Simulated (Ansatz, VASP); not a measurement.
## Ir in VASP and in Ansatz

```
Ir
1.0
    -2.40104    2.40104    1.35950
     2.40104   -2.40104    1.35950
     2.40104    2.40104   -1.35950
Ir
2
Cartesian
  0.0000 0.0000 0.0000
  0.0000 2.4010 0.6797
```

Alike in both runs: functional PBEsol; k mesh 18 × 18 × 18; occupations gaussian, width 0.1 eV; no spin polarisation.

Ansatz relaxed the structure, and its values are those at the end. VASP's run is a single point on that final structure, the one shown.

|  | VASP | Ansatz |
| --- | --- | --- |
| version | VASP 6.6.1 | Ansatz 0.2.0 |
| potentials or method | VASP PAW PBE potentials, release 64 (Ir), cutoff 520 eV | scalar-relativistic, plane waves, PAW |
| valence electrons in the cell | 18 | 34 |

```csv
,VASP,Ansatz,Ansatz less VASP
gap on the k mesh at the Fermi level (eV),none,none,-
pressure (GPa),0.6,0.0,-0.59
```

VASP's potentials were made for PBE, not for PBEsol. A gap of «none» marks a metal or a gap that the smearing closes. VASP's potentials hold 18 valence electrons a cell and Ansatz's 34, so a difference there can come from the potentials and not from the codes.

Spin-orbit coupling is off throughout.
